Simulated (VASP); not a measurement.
# Os (P6_3/mmc) in VASP: further runs

The runs below take Os through single point, with PBE.

Program: VASP 6.6.1. These are calculated values, not measurements. Logs are shortened: lines on timing, memory, paths and dates and some standing lists are left out, and cuts for length are marked.

## (1) The cell of the first run

It takes space group P6_3/mmc (No. 194, hexagonal). The conventional cell has a = 2.752 Å, b = 2.752 Å, c = 4.348 Å, α = 90.00°, β = 90.00°, γ = 120.00°. Os (site symmetry -6m2) has 12 Os at 2.69 to 2.75 Å within 3.6 Å.

## (2) Single point, PBE (volume scaled by 1.02)

The input, INCAR:

```
  PREC = Accurate
  ENCUT = 520
  EDIFF = 1E-7
  ISMEAR = -1
  SIGMA = 0.05
  LREAL = F
  LASPH = T
  NELM = 100
  ALGO = Normal
  ISIF = 2
  LWAVE = F
  LCHARG = F
  GGA = PE
  NBANDS = 15
```

The input, KPOINTS:

```
regular mesh
0
Gamma
  15 15 9
```

The input, POSCAR:

```
Os
1.0
    2.7522071256      0.0000000000      0.0000000000
   -1.3761035628      2.3834812872      0.0000000000
    0.0000000000      0.0000000000      4.3483081185
Os
2
Direct
    0.3333333333      0.6666666667      0.2500000000
    0.6666666667      0.3333333333      0.7500000000
```

Potentials or basis: VASP PAW PBE potentials, release 64 (Os).

Run with:

```bash
$ cat potpaw_PBE.64/Os/POTCAR > POTCAR
$ mpirun -np 1 vasp_std > vasp.out
```

OUTCAR:

```text
PREC = Accurate
   ENCUT = 520
   EDIFF = 1E-7
   ISMEAR = -1
   LREAL = F
   LASPH = T
   NELM = 100
   ISIF = 2
   GGA = PE

 ion  position               nearest neighbor table
   1  0.333  0.667  0.250-   2 2.69   2 2.69   2 2.69   2 2.69   2 2.69   2 2.69
   2  0.667  0.333  0.750-   1 2.69   1 2.69   1 2.69   1 2.69   1 2.69   1 2.69

  LATTYP: Found a hexagonal cell.
 ALAT       =     2.7522071256
 C/A-ratio  =     1.5799349104

  Lattice vectors:

 A1 = (   2.7522071256,   0.0000000000,   0.0000000000)
 A2 = (  -1.3761035628,   2.3834812872,   0.0000000000)
 A3 = (   0.0000000000,   0.0000000000,   4.3483081185)

Analysis of symmetry for initial positions (statically):
=====================================================================
 Subroutine PRICEL returns:
 Original cell was already a primitive cell.

 Routine SETGRP: Setting up the symmetry group for a
 hexagonal supercell.

 Subroutine GETGRP returns: Found 24 space group operations
 (whereof 12 operations were pure point group operations)
 out of a pool of 24 trial point group operations.

The static configuration has the point symmetry D_3d.
 The point group associated with its full space group is D_6h.

Analysis of symmetry for dynamics (positions and initial velocities):
=====================================================================
 Subroutine PRICEL returns:
 Original cell was already a primitive cell.

 Routine SETGRP: Setting up the symmetry group for a
 hexagonal supercell.

 Subroutine GETGRP returns: Found 24 space group operations
 (whereof 12 operations were pure point group operations)
 out of a pool of 24 trial point group operations.

The dynamic configuration has the point symmetry D_3d.
 The point group associated with its full space group is D_6h.

 Subroutine INISYM returns: Found 24 space group operations
 (whereof 12 operations are pure point group operations),
 and found     1 'primitive' translations

----------------------------------------------------------------------------------------

                                     Primitive cell

  volume of cell :      28.5242

  direct lattice vectors                    reciprocal lattice vectors
     2.752207126  0.000000000  0.000000000     0.363344746  0.209777187  0.000000000
    -1.376103563  2.383481287  0.000000000     0.000000000  0.419554374  0.000000000
     0.000000000  0.000000000  4.348308119     0.000000000  0.000000000  0.229974503

  length of vectors
     2.752207126  2.752207126  4.348308119     0.419554374  0.419554374  0.229974503

  position of ions in fractional coordinates (direct lattice)
[... 90 lines left out ...]
   NELECT =      16.0000    total number of electrons
   NUPDOWN=      -1.0000    fix difference up-down
   EMIN   =  10.00;   EMAX   =-10.00  energy-range for DOS
   EFERMI =   0.00;   METHOD = LEGACY
   ISMEAR =    -1;   SIGMA  =   0.05  broadening in eV -4-tet -1-fermi 0-gaus
   EFERMI_NEDOS =   21; number of points for ismear=-14 and -15
   IALGO  =     38    algorithm
   IMIX   =      4    mixing-type and parameters
     AMIX     =   0.40;   BMIX     =  1.00
     AMIX_MAG =   1.60;   BMIX_MAG =  1.00
  volume/ion in A,a.u.               =      14.26        96.25
  Fermi-wavevector in a.u.,A,eV,Ry     =   1.350135  2.551385 24.801567  1.822864
  Thomas-Fermi vector in A             =   2.477664
   LORBIT       =      0    0 simple, 1 ext, 2 COOP (PROOUT), +10 PAW based schemes
   GGA     = PE    functional components
   LHFCALC =     F    Hartree Fock is set to
   AEXX    =    0.0000 exact exchange contribution
   IVDW    =     0    specifies the selected vdW correction
   LEPSILON=     F    determine dielectric tensor
   LRPA    =     F    only Hartree local field effects (RPA)
 non-spin polarized calculation
  energy-cutoff  :      520.00
  volume of cell :       28.52
 maximum number of plane-waves:       782
   NGX = 11   NGY = 11   NGZ = 17

 number of electron      15.9999999 magnetization

 Free energy of the ion-electron system (eV)
  ---------------------------------------------------
  ext. energy  EPLUGINS =         0.00000000
  ---------------------------------------------------
  free energy    TOTEN  =       -22.50766160 eV

  energy without entropy =      -22.49910962  energy(sigma->0) =      -22.50338561

 E-fermi :   9.1677     XC(G=0): -13.9463

 val. band max:        9.1382643983   @ k =   0.2000   0.1333   0.0000
 cond. band min:       9.1679247940   @ k =   0.1333   0.0000   0.3333
 fundamental gap:      0.0296603957
 Fermi energy:         9.1676814463

 k-point     1 :       0.0000    0.0000    0.0000
  band No.  band energies     occupation
      1      -1.5919      2.00000
      2       1.5663      2.00000
      3       6.2075      2.00000
      4       6.2075      2.00000
      5       6.4536      2.00000
      6       7.0223      2.00000
      7       7.0223      2.00000
      8       7.6561      2.00000
      9       7.6561      2.00000
     10       9.2014      0.67463
     11      10.8142      0.00000
     12      10.8142      0.00000
     13      18.0193      0.00000
     14      23.2166      0.00000
[... 401 lines left out ...]
      2       3.2270      2.00000
      3       3.2304      2.00000
      4       5.2746      2.00000
      5       5.5928      2.00000
      6       6.3121      2.00000
      7       7.5804      2.00000
      8      10.5608      0.00000
      9      11.1450      0.00000
     10      11.3416      0.00000
     11      14.1203      0.00000
     12      14.7673      0.00000
     13      17.3363      0.00000
     14      20.3260      0.00000
     15      22.7771      0.00000

 [... further k-points ...]

------------------------ aborting loop because EDIFF is reached ----------------------------------------

  FORCE on cell =-STRESS in cart. coord.  units (eV):
  Direction    XX          YY          ZZ          XY          YZ          ZX
  --------------------------------------------------------------------------------------
  -------------------------------------------------------------------------------------
  Total        0.0238504      0.0238504      0.0604956      0.0000000      0.0000000      0.0000000
  in kB        1.3396552      1.3396552      3.3979814      0.0000000      0.0000000      0.0000000
  external PRESSURE =       2.0257639 kB  Pullay stress =       0.0000000 kB

 VOLUME and BASIS-vectors are now :
 -----------------------------------------------------------------------------
  energy-cutoff  :      520.00
  volume of cell :       28.52
      direct lattice vectors                 reciprocal lattice vectors
     2.752207126  0.000000000  0.000000000     0.363344746  0.209777187  0.000000000
    -1.376103563  2.383481287  0.000000000     0.000000000  0.419554374  0.000000000
     0.000000000  0.000000000  4.348308119     0.000000000  0.000000000  0.229974503

 POSITION                                       TOTAL-FORCE (eV/Angst)
 -----------------------------------------------------------------------------------
     -0.00000      1.58899      1.08708        -0.000000      0.000000      0.000000
      1.37610      0.79449      3.26123         0.000000     -0.000000      0.000000
 -----------------------------------------------------------------------------------
    total drift:                                0.000000     -0.000000     -0.000000

  FREE ENERGIE OF THE ION-ELECTRON SYSTEM (eV)
  ---------------------------------------------------
  free  energy   TOTEN  =       -22.5076616008 eV

  energy  without entropy=      -22.4991096192  energy(sigma->0) =      -22.50338561
```

OSZICAR:

```text
N       E                     dE             d eps       ncg     rms          rms(c)
DAV:   1     0.102788137663E+03    0.10279E+03   -0.74141E+03  4050   0.102E+03
DAV:   2    -0.191382322409E+02   -0.12193E+03   -0.10611E+03  4113   0.324E+02
DAV:   3    -0.239039399500E+02   -0.47657E+01   -0.46049E+01  5450   0.569E+01
DAV:   4    -0.239392871525E+02   -0.35347E-01   -0.35316E-01  4421   0.511E+00
DAV:   5    -0.239394904195E+02   -0.20327E-03   -0.20325E-03  5556   0.358E-01    0.223E+01
DAV:   6    -0.228326518159E+02    0.11068E+01   -0.93781E-01  5170   0.826E+00    0.997E+00
DAV:   7    -0.225158136033E+02    0.31684E+00   -0.63064E-01  5212   0.663E+00    0.501E-01
DAV:   8    -0.225103082136E+02    0.55054E-02   -0.61582E-03  4148   0.586E-01    0.318E-01
DAV:   9    -0.225076596498E+02    0.26486E-02   -0.15288E-03  4946   0.388E-01    0.467E-02
DAV:  10    -0.225076849590E+02   -0.25309E-04   -0.60822E-05  5233   0.669E-02    0.103E-02
DAV:  11    -0.225076627783E+02    0.22181E-04   -0.40634E-06  4596   0.213E-02    0.129E-03
DAV:  12    -0.225076618704E+02    0.90791E-06   -0.93536E-08  4276   0.317E-03    0.927E-04
DAV:  13    -0.225076616545E+02    0.21595E-06   -0.83602E-09  2858   0.824E-04    0.268E-04
DAV:  14    -0.225076616008E+02    0.53618E-07   -0.21046E-09  2382   0.569E-04
   1 F= -.22507662E+02 E0= -.22503386E+02  d E =-.855198E-02
```

stdout:

```text
POSCAR found type information on POSCAR Os
 POSCAR found :  1 types and       2 ions
 scaLAPACK will be used
 LDA part: xc-table for (Slater+PW92), standard interpolation
 POSCAR, INCAR and KPOINTS ok, starting setup
 FFT: planning ... GRIDC
 FFT: planning ... GRID_SOFT
 FFT: planning ... GRID
 WAVECAR not read
 entering main loop
```

It took 33 s on 1 thread of Intel Xeon Platinum 8559C (Emerald Rapids), shared host; peak memory 0.17 GiB.

What came out:

* Free energy: -22.5077 eV
* Pressure: 0.2 GPa
* Band gap on the k mesh: zero (band 8 reaches 11.18 eV, above the bottom of band 9 at 7.48 eV)

Levels at points of the mesh, in eV from the Fermi level:
| k point | band 6 | band 7 | band 8 | band 9 | band 10 | band 11 |
| --- | --- | --- | --- | --- | --- | --- |
| (0.00, 0.00, 0.00) | -2.15 | -2.15 | -1.51 | -1.51 | 0.03 | 1.65 |

Caveat: spin-orbit coupling is left out, which moves the levels of the heavy elements.

[end of part 1 of 2]
